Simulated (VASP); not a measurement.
Crystal: GaN.

```xyz
2
Lattice="0.0000 2.1085 2.1085 2.1085 0.0000 2.1085 2.1085 2.1085 0.0000" Properties=species:S:1:pos:R:3 pbc="T T T"
Ga    0.0000    0.0000    0.0000
N     2.1085    2.1085    2.1085
```

Program: VASP 6.6.1. Alike in all runs: task single point; no spin polarisation; cell as given; k mesh 6 × 6 × 6; cutoff (eV) 520; smearing gaussian 0.01 eV. Hardware: 1 thread of AMD EPYC 9R45 96-Core Processor (Zen 5), on a shared host.

Order these runs on this cell by their wall time, lowest first.
A. level HSE06; potentials or basis VASP PAW PBE potentials, release 64 (Ga_d, N); grid for exact exchange (PRECFOCK) Normal; screening parameter 0.2079 1/Å
B. level r2SCAN; potentials or basis VASP PAW PBE potentials, release 64 (Ga_d, N)
C. level LDA; potentials or basis VASP PAW LDA potentials, release 64 (Ga_d, N)

C (3.7 s), B (18 s), A (990 s).

Caveats: all runs use coarse meshes.
